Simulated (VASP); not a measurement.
# Ir2O (P6/mmm) in VASP: single point with PBE

Aim: the single point of Ir2O with PBE.

Everything below comes from runs of VASP 6.6.1. Logs are shortened: lines on timing, memory, paths and dates and some standing lists are left out, and cuts for length are marked.

### Step 1. The cell of the first run

Symmetry: P6/mmm, No. 191, hexagonal system. The conventional cell has a = 2.712 Å, b = 2.712 Å, c = 6.367 Å, α = 90.00°, β = 90.00°, γ = 120.00°. Within 2.6 Å of Ir (site symmetry 6mm) lie 1 O at 1.92 Å and 1 Ir at 2.53 Å. Within 2.5 Å of O (site symmetry 6/mmm) lie 2 Ir at 1.92 Å.

### Step 2. Single point, PBE

POSCAR reads:

```
Ir2O
1.0
    2.7116870747      0.0000000000      0.0000000000
   -1.3558435373      2.3483898938      0.0000000000
    0.0000000000      0.0000000000      6.3668615486
Ir O
2 1
Direct
    0.0000000000      0.0000000000      0.8010038096
    0.0000000000      0.0000000000      0.1989961904
    0.0000000000      0.0000000000      0.5000000000
```

INCAR.step1 reads:

```
SYSTEM = Ir2O
  ALGO = Normal
  EDIFF = 1E-6
  ENCUT = 520
  GGA = PE
  ISIF = 2
  ISMEAR = 0
  LASPH = .True.
  LCHARG = .True.
  LMAXMIX = 4
  LREAL = .False.
  LWAVE = .False.
  NBANDS = 19
  NELM = 100
  PREC = Accurate
  SIGMA = 0.1
```

KPOINTS.step1 reads:

```
k-points
0
Gamma
  18 18 8
  0 0 0
```

INCAR.step2 reads:

```
SYSTEM = Ir2O
  ALGO = Normal
  EDIFF = 1E-6
  ENCUT = 520
  GGA = PE
  ICHARG = 11
  ISIF = 2
  ISMEAR = -5
  LASPH = .True.
  LCHARG = .False.
  LMAXMIX = 4
  LORBIT = 10
  LREAL = .False.
  LWAVE = .False.
  NEDOS = 1001
  NELM = 100
  PREC = Accurate
  SIGMA = 0.1
```

KPOINTS.step2 reads:

```
k-points
0
Gamma
  27 27 12
  0 0 0
```

Potentials or basis: VASP PAW PBE potentials, release 64 (Ir, O).

Run with:

```sh
> cat potpaw_PBE.64/Ir/POTCAR potpaw_PBE.64/O/POTCAR > POTCAR
> cp INCAR.step1 INCAR
> cp KPOINTS.step1 KPOINTS
> mpirun -np 1 vasp_std > vasp.out
> cp INCAR.step2 INCAR
> cp KPOINTS.step2 KPOINTS
> mpirun -np 1 vasp_std > vasp.out
```

OUTCAR:

```text
SYSTEM = Ir2O
   EDIFF = 1E-6
   ENCUT = 520
   GGA = PE
   ICHARG = 11
   ISIF = 2
   ISMEAR = -5
   LASPH = .True.
   LORBIT = 10
   LREAL = .False.
   NELM = 100
   PREC = Accurate

 ion  position               nearest neighbor table
   1  0.000  0.000  0.801-   3 1.92   2 2.53
   2  0.000  0.000  0.199-   3 1.92   1 2.53
   3  0.000  0.000  0.500-   1 1.92   2 1.92

  LATTYP: Found a hexagonal cell.
 ALAT       =     2.7116870747
 C/A-ratio  =     2.3479337303

  Lattice vectors:

 A1 = (   2.7116870747,   0.0000000000,   0.0000000000)
 A2 = (  -1.3558435373,   2.3483898938,   0.0000000000)
 A3 = (   0.0000000000,   0.0000000000,   6.3668615486)

Analysis of symmetry for initial positions (statically):
=====================================================================
 Subroutine PRICEL returns:
 Original cell was already a primitive cell.

 Routine SETGRP: Setting up the symmetry group for a
 hexagonal supercell.

 Subroutine GETGRP returns: Found 24 space group operations
 (whereof 24 operations were pure point group operations)
 out of a pool of 24 trial point group operations.

The static configuration has the point symmetry D_6h.

Analysis of symmetry for dynamics (positions and initial velocities):
=====================================================================
 Subroutine PRICEL returns:
 Original cell was already a primitive cell.

 Routine SETGRP: Setting up the symmetry group for a
 hexagonal supercell.

 Subroutine GETGRP returns: Found 24 space group operations
 (whereof 24 operations were pure point group operations)
 out of a pool of 24 trial point group operations.

The dynamic configuration has the point symmetry D_6h.

 Subroutine INISYM returns: Found 24 space group operations
 (whereof 24 operations are pure point group operations),
 and found     1 'primitive' translations

----------------------------------------------------------------------------------------

                                     Primitive cell

  volume of cell :      40.5448

  direct lattice vectors                    reciprocal lattice vectors
     2.711687075  0.000000000  0.000000000     0.368774115  0.212911834  0.000000000
    -1.355843537  2.348389894  0.000000000     0.000000000  0.425823669  0.000000000
     0.000000000  0.000000000  6.366861549     0.000000000  0.000000000  0.157063255

  length of vectors
     2.711687075  2.711687075  6.366861549     0.425823669  0.425823669  0.157063255

  position of ions in fractional coordinates (direct lattice)
     0.000000000  0.000000000  0.801003810
     0.000000000  0.000000000  0.198996190
     0.000000000  0.000000000  0.500000000

  ion indices of the primitive-cell ions
   primitive index   ion index
                 1           1
                 2           2
                 3           3

----------------------------------------------------------------------------------------

 KPOINTS: k-points

Automatic generation of k-mesh.
 Grid dimensions read from file:
 generate k-points for:   27   27   12

 Generating k-lattice:

  Cartesian coordinates                     Fractional coordinates (reciprocal lattice)
     0.013658301  0.007885623  0.000000000     0.037037037  0.000000000  0.000000000
     0.000000000  0.015771247  0.000000000     0.000000000  0.037037037  0.000000000
     0.000000000  0.000000000  0.013088605     0.000000000  0.000000000  0.083333333

  Length of vectors
     0.015771247  0.015771247  0.013088605

  Shift w.r.t. Gamma in fractional coordinates (k-lattice)
     0.000000000  0.000000000  0.000000000

 TETIRR: Found   8868 inequivalent tetrahedra from    52488

 Subroutine IBZKPT returns following result:
 ===========================================

 Found    525 irreducible k-points:

 Following reciprocal coordinates:
            Coordinates               Weight
  0.000000  0.000000  0.000000      1.000000
  0.037037 -0.000000  0.000000      6.000000
  0.074074 -0.000000  0.000000      6.000000
  0.111111  0.000000  0.000000      6.000000
  0.148148 -0.000000  0.000000      6.000000
  0.185185 -0.000000  0.000000      6.000000
[... 16 lines left out ...]
  0.333333  0.037037  0.000000     12.000000
  0.370370  0.037037  0.000000     12.000000
 [... further k-points ...]
   k-points           NKPTS =    525   k-points in BZ     NKDIM =    525   number of bands    NBANDS=     16
   number of dos      NEDOS =   1001   number of ions     NIONS =      3
   total plane-waves  NPLWV =  19200
   dimension x,y,z NGX =    20 NGY =   20 NGZ =   48
   dimension x,y,z NGXF=    40 NGYF=   40 NGZF=   96
   ions per type =               2   1
   NGX,Y,Z   is equivalent  to a cutoff of  12.26, 12.26, 12.53 a.u.
   NGXF,Y,Z  is equivalent  to a cutoff of  24.52, 24.52, 25.07 a.u.
 SYSTEM =  Ir2O
   PREC   = accura    normal or accurate (medium, high low for compatibility)
   ISTART =      0    job   : 0-new  1-cont  2-samecut
   ICHARG =     11    charge: 1-file 2-atom 10-const
   ISPIN  =      1    spin polarized calculation?
   LNONCOLLINEAR =      F non collinear calculations
   LSORBIT =      F    spin-orbit coupling
   LASPH  =      T    aspherical Exc in radial PAW
   ENCUT  =  520.0 eV  38.22 Ry    6.18 a.u.   5.04  5.04 11.84*2*pi/ulx,y,z
   NELM   =    100;   NELMIN=  2; NELMDL=  0     # of ELM steps
   EDIFF  = 0.1E-05   stopping-criterion for ELM
   LREAL  =      F    real-space projection
   EDIFFG = 0.1E-04   stopping-criterion for IOM
   NSW    =      0    number of steps for IOM
   IBRION =     -1    ionic relax: 0-MD 1-quasi-New 2-CG
   NFREE  =      0    steps in history (QN), initial steepest desc. (CG)
   ISIF   =      2    stress and relaxation
   ISYM   =      2    0-nonsym 1-usesym 2-fastsym
   POTIM  = 0.5000    time-step for ionic-motion
   TEBEG  =    0.0;   TEEND  =   0.0 temperature during run
   PSTRESS=    0.0 pullay stress
   NELECT =      24.0000    total number of electrons
   NUPDOWN=      -1.0000    fix difference up-down
   EMIN   =  10.00;   EMAX   =-10.00  energy-range for DOS
   EFERMI =   0.00;   METHOD = LEGACY
   ISMEAR =    -5;   SIGMA  =   0.10  broadening in eV -4-tet -1-fermi 0-gaus
   EFERMI_NEDOS =   21; number of points for ismear=-14 and -15
   IALGO  =     38    algorithm
   IMIX   =      4    mixing-type and parameters
     AMIX     =   0.40;   BMIX     =  1.00
     AMIX_MAG =   1.60;   BMIX_MAG =  1.00
  volume/ion in A,a.u.               =      13.51        91.20
  Fermi-wavevector in a.u.,A,eV,Ry     =   1.374570  2.597561 25.707427  1.889443
  Thomas-Fermi vector in A             =   2.499985
   LORBIT       =     10    0 simple, 1 ext, 2 COOP (PROOUT), +10 PAW based schemes
   GGA     = PE    functional components
   LHFCALC =     F    Hartree Fock is set to
   AEXX    =    0.0000 exact exchange contribution
   IVDW    =     0    specifies the selected vdW correction
   LEPSILON=     F    determine dielectric tensor
   LRPA    =     F    only Hartree local field effects (RPA)
 non-spin polarized calculation
 Fermi weights with tetrahedron method with Bloechl corrections
  energy-cutoff  :      520.00
  volume of cell :       40.54
 maximum number of plane-waves:      1113

 number of electron      24.0000003 magnetization

 Free energy of the ion-electron system (eV)
  ---------------------------------------------------
  ext. energy  EPLUGINS =         0.00000000
  ---------------------------------------------------
  free energy    TOTEN  =       -21.95066640 eV

  energy without entropy =      -21.95066640  energy(sigma->0) =      -21.95066640

 E-fermi :   6.9351     XC(G=0): -12.7089

 val. band max:        7.0068069087   @ k =   0.4444   0.0741   0.4167
 cond. band min:       6.8879106026   @ k =   0.3333   0.0741   0.0000
 fundamental gap:     -0.1188963062
 Fermi energy:         6.9351182200

 k-point     1 :       0.0000    0.0000    0.0000
  band No.  band energies     occupation
      1     -12.6602      2.00000
      2      -1.3847      2.00000
      3      -0.6393      2.00000
      4       0.0568      2.00000
      5       2.5510      2.00000
      6       3.9638      2.00000
[... 8 lines left out ...]
     15       7.5207      0.00000
     16      11.7863      0.00000

 k-point     2 :       0.0370   -0.0000    0.0000
  band No.  band energies     occupation
      1     -12.6480      2.00000
      2      -1.3294      2.00000
      3      -0.6105      2.00000
      4       0.0967      2.00000
      5       2.5409      2.00000
      6       3.9239      2.00000
[... 8 lines left out ...]
     15       7.5118      0.00000
     16      11.8959      0.00000

 k-point     3 :       0.0741   -0.0000    0.0000
  band No.  band energies     occupation
      1     -12.6120      2.00000
      2      -1.1661      2.00000
      3      -0.5354      2.00000
      4       0.2240      2.00000
      5       2.5019      2.00000
      6       3.8071      2.00000
[... 8 lines left out ...]
     15       7.4857      0.00000
     16      12.2069      0.00000

 k-point     4 :       0.1111    0.0000    0.0000
  band No.  band energies     occupation
      1     -12.5536      2.00000
      2      -0.9039      2.00000
      3      -0.4387      2.00000
      4       0.4516      2.00000
      5       2.4084      2.00000
      6       3.6270      2.00000
[... 8 lines left out ...]
     15       7.4444      0.00000
     16      12.6763      0.00000
[... 324 lines left out ...]
 k-point    22 :       0.2963    0.0370    0.0000
  band No.  band energies     occupation
      1     -11.9743      2.00000
      2       0.1079      2.00000
      3       0.6888      2.00000
      4       0.8391      2.00000
      5       1.6572      2.00000
      6       3.0857      2.00000
[... 8 lines left out ...]
     15       7.2461      0.00000
     16      14.4985      0.00000

 k-point    23 :       0.3333    0.0370    0.0000
  band No.  band energies     occupation
      1     -11.8667      2.00000
      2       0.1978      2.00000
      3       0.4065      2.00000
      4       0.8158      2.00000
      5       1.5490      2.00000
      6       3.2016      2.00000
[... 8 lines left out ...]
     15       7.7365      0.00000
     16      14.1868      0.00000

 k-point    24 :       0.3704    0.0370    0.0000
  band No.  band energies     occupation
      1     -11.7739      2.00000
      2       0.1602      2.00000
      3       0.2767      2.00000
      4       0.7563      2.00000
      5       1.4342      2.00000
      6       3.2716      2.00000
[... 8 lines left out ...]
     15       8.3709      0.00000
     16      13.7191      0.00000

 [... further k-points ...]

------------------------ aborting loop because EDIFF is reached ----------------------------------------

  FORCE on cell =-STRESS in cart. coord.  units (eV):
  Direction    XX          YY          ZZ          XY          YZ          ZX
  --------------------------------------------------------------------------------------
  -------------------------------------------------------------------------------------
  Total       -0.4729977     -0.4729977      1.5395477     -0.0000000      0.0000000     -0.0000000
  in kB      -18.6910808    -18.6910808     60.8371069     -0.0000000      0.0000000     -0.0000000
  external PRESSURE =       7.8183151 kB  Pullay stress =       0.0000000 kB

 VOLUME and BASIS-vectors are now :
 -----------------------------------------------------------------------------
  energy-cutoff  :      520.00
  volume of cell :       40.54
      direct lattice vectors                 reciprocal lattice vectors
     2.711687075  0.000000000  0.000000000     0.368774115  0.212911834  0.000000000
    -1.355843537  2.348389894  0.000000000     0.000000000  0.425823669  0.000000000
     0.000000000  0.000000000  6.366861549     0.000000000  0.000000000  0.157063255

 POSITION                                       TOTAL-FORCE (eV/Angst)
 -----------------------------------------------------------------------------------
      0.00000      0.00000      5.09988        -0.000000      0.000000     -0.081508
      0.00000      0.00000      1.26698         0.000000     -0.000000      0.081508
      0.00000      0.00000      3.18343        -0.000000      0.000000     -0.000000
 -----------------------------------------------------------------------------------
    total drift:                               -0.000000     -0.000000      0.000000

  FREE ENERGIE OF THE ION-ELECTRON SYSTEM (eV)
  ---------------------------------------------------
  free  energy   TOTEN  =       -21.9506663965 eV

  energy  without entropy=      -21.9506663965  energy(sigma->0) =      -21.95066640

 total charge

# of ion       s       p       d       tot
------------------------------------------
    1        0.692   0.678   6.914   8.283
    2        0.692   0.678   6.914   8.283
    3        1.592   3.306   0.000   4.898
--------------------------------------------------
tot          2.976   4.662  13.827  21.465
```

Run time: 7.3 min. Hardware: 1 thread of Intel Xeon 8259CL, shared host; peak memory 0.44 GiB.

What came out:

| Property | Result |
| --- | --- |
| Valence electrons inside the program's atomic spheres | Ir 8.28; O 4.90 |

Levels at points of the mesh, in eV from the Fermi level:
```tsv
k point	band 8	band 9	band 10	band 11	band 12	band 13	band 14	band 15	band 16
(0.00, 0.00, 0.00)	-2.82	-2.82	-2.65	-2.65	0.38	0.38	0.59	0.59	4.85
(0.00, 0.00, 0.50)	-2.66	-2.49	-2.49	-2.29	-0.98	-0.98	1.71	1.71	3.80
```

Caveat: spin-orbit coupling is left out, which moves the levels of the heavy elements.
